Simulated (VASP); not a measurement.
Here is a VASP 6.6.1 calculation.

INCAR

```
SYSTEM = In4BiSb3
PREC = Accurate ; ENCUT = 520
EDIFF = 1E-7 ; ISMEAR = -1
SIGMA = 0.02 ; LREAL = .False.
LASPH = .True. ; NELM = 60
ALGO = Normal ; ISIF = 2
LWAVE = .False. ; LCHARG = .True.
GGA = PE ; LELF = .True.
LVHAR = .True. ; NBANDS = 51
```

KPOINTS

```
regular mesh
0
Gamma
  6 6 6
  0 0 0
```

Contents of POSCAR:

```
In4BiSb3
1.0
   -3.3026911407      3.3026911407      6.6072538890
    3.3026911407     -3.3026911407      6.6072538890
    3.3026911407      3.3026911407     -6.6072538890
Sb In Bi
3 4 1
Direct
    0.2500000000      0.7500000000      0.5000000000
    0.5000000000      0.5000000000      0.0000000000
    0.7500000000      0.2500000000      0.5000000000
    0.8722707606      0.3810023274      0.0000000000
    0.1277292394      0.1277292394      0.5087315668
    0.3810023274      0.8722707606      0.0000000000
    0.6189976726      0.6189976726      0.4912684332
    0.0000000000      0.0000000000      0.0000000000
```

Potentials or basis: VASP PAW PBE potentials, release 64 (Sb, In_d, Bi_d).

Run with:

```bash
$ cat potpaw_PBE.64/Sb/POTCAR potpaw_PBE.64/In_d/POTCAR potpaw_PBE.64/Bi_d/POTCAR > POTCAR
$ mpirun -np 1 vasp_std > vasp.out
```

(1) Predict the pressure.

(2) What does it give for the largest force?

(3) What does it give for the band gap on the k mesh?

Results:

(1) 1.4 GPa.

(2) 0.015 eV/Å.

(3) zero (filled and empty bands touch).

Caveat: spin-orbit coupling is left out, which moves the levels of the heavy elements.
